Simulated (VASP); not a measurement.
**MnO2: single point with RPBE+U**

The system is MnO2.

```xyz
6
Lattice="4.4819 0.0000 0.0000 0.0000 4.4819 0.0000 0.0000 0.0000 2.9462" Properties=species:S:1:pos:R:3 pbc="T T T"
Mn    0.0000    0.0000    0.0000
Mn    2.2409    2.2409    1.4731
O     1.3625    1.3625    0.0000
O     3.1194    3.1194    0.0000
O     3.6034    0.8784    1.4731
O     0.8784    3.6034    1.4731
```

```json
{
 "Program": "VASP 6.6.1",
 "Task": "single point",
 "Functional": "RPBE",
 "Potentials or basis": "VASP PAW PBE potentials, release 64 (Mn_pv, O)",
 "Cutoff": "600 eV",
 "k mesh": "4 × 4 × 6",
 "Occupations": "gaussian, width 0.0615 eV",
 "Spin": "collinear spin, antiferromagnetic start",
 "Starting moments": "[2.5, -2.5, 0.0, 0.0, 0.0, 0.0] μB",
 "Hubbard terms": "Mn d U = 2.34 eV"
}
```

* Pressure: -1.2 GPa
* Largest force: 0.299 eV/Å
* Band gap on the k mesh: 0.20 eV, direct
* Net moment: 0.00 μB per cell
* Site moments: Mn +2.88, -2.88; O -0.01, +0.01 μB
* Valence electrons inside the program's atomic spheres: Mn 11.53; O 5.02

Forces on the atoms (eV/Å):
```
Mn   0.000  0.000  0.000
Mn   0.000  0.000  0.000
O    0.212  0.212  0.000
O   -0.212 -0.212  0.000
O    0.212 -0.212  0.000
O   -0.212  0.212  0.000
```

Stress tensor (GPa, compression positive):
```
-0.56  0.00  0.00
 0.00 -0.56  0.00
 0.00  0.00 -2.48
```

Levels at points of the mesh, in eV from the valence-band top:
Spin up:
| k point | band 21 | band 22 | band 23 | band 24 | band 25 | band 26 | band 27 | band 28 | band 29 | band 30 |
| --- | --- | --- | --- | --- | --- | --- | --- | --- | --- | --- |
| (0.00, 0.00, 0.00) | -2.16 | -1.19 | -0.63 | -0.57 | 0.00 | 0.20 | 1.17 | 1.87 | 2.77 | 3.29 |
| (0.50, 0.00, 0.00) | -2.22 | -1.54 | -1.26 | -0.86 | -0.72 | 1.92 | 2.19 | 2.20 | 2.44 | 2.68 |
| (0.50, 0.50, 0.00) | -2.12 | -1.98 | -1.54 | -1.52 | -0.06 | 0.31 | 1.15 | 2.48 | 2.96 | 3.26 |
| (0.00, 0.00, 0.50) | -2.62 | -2.52 | -1.81 | -1.00 | -0.32 | 1.34 | 1.57 | 2.22 | 2.30 | 2.92 |
| (0.50, 0.00, 0.50) | -3.18 | -1.66 | -1.25 | -1.15 | -1.09 | 0.64 | 1.23 | 2.20 | 2.41 | 2.69 |
| (0.50, 0.50, 0.50) | -2.39 | -1.44 | -0.92 | -0.59 | -0.55 | 1.59 | 1.99 | 2.02 | 2.34 | 2.46 |
Spin down:
```tsv
k point	band 21	band 22	band 23	band 24	band 25	band 26	band 27	band 28	band 29	band 30
(0.00, 0.00, 0.00)	-2.16	-1.19	-0.63	-0.57	0.00	0.20	1.17	1.87	2.77	3.29
(0.50, 0.00, 0.00)	-2.22	-1.54	-1.26	-0.86	-0.72	1.92	2.19	2.20	2.44	2.68
(0.50, 0.50, 0.00)	-2.12	-1.98	-1.54	-1.52	-0.06	0.31	1.15	2.48	2.96	3.26
(0.00, 0.00, 0.50)	-2.62	-2.52	-1.81	-1.00	-0.32	1.34	1.57	2.22	2.30	2.92
(0.50, 0.00, 0.50)	-3.18	-1.66	-1.25	-1.15	-1.09	0.64	1.23	2.20	2.41	2.69
(0.50, 0.50, 0.50)	-2.39	-1.44	-0.92	-0.59	-0.55	1.59	1.99	2.02	2.34	2.46
```

Eigenvalues of the final occupation matrices:
| site | spin | trace | eigenvalues |
| --- | --- | --- | --- |
| site 1 d | 1 | 3.83 | 0.48 0.49 0.95 0.96 0.96 |
| site 1 d | 2 | 0.99 | 0.07 0.13 0.14 0.32 0.33 |
| site 2 d | 1 | 0.99 | 0.07 0.13 0.14 0.32 0.33 |
| site 2 d | 2 | 3.83 | 0.48 0.49 0.95 0.96 0.96 |

Run time: 95 s on 1 thread of Intel Xeon 6975P-C (shared host), peak memory 0.26 GiB.

Caveat: the PAW data sets were made with another functional, which shifts forces and pressure a little. A k mesh can miss the band edges.
